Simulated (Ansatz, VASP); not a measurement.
# Two plane-wave programs on CdS

```xyz
2
Lattice="0.0000 2.9028 2.9028 2.9028 0.0000 2.9028 2.9028 2.9028 0.0000" Properties=species:S:1:pos:R:3 pbc="T T T"
Cd    0.0000    0.0000    0.0000
S     1.4514    1.4514    1.4514
```

Alike in both runs: task single point; functional PBE; k mesh 6 × 6 × 6; no spin polarisation.

|  | VASP | Ansatz |
| --- | --- | --- |
| version | VASP 6.6.1 | Ansatz 0.2.0 |
| potentials or method | VASP PAW PBE potentials, release 64 (Cd, S) | plane waves, PAW |
| plane-wave cutoff (eV) | 500 | 420 |
| occupations | gaussian, width 0.01 eV | fixed |
| valence electrons in the cell | 18 | 26 |

```csv
,VASP,Ansatz,Ansatz less VASP
gap on the k mesh at the Fermi level (eV),1.18,1.17,-0.005
pressure (GPa),4.2,3.8,-0.37
```

VASP's potentials hold 18 valence electrons a cell and Ansatz's 26, so a difference there can come from the potentials and not from the codes.
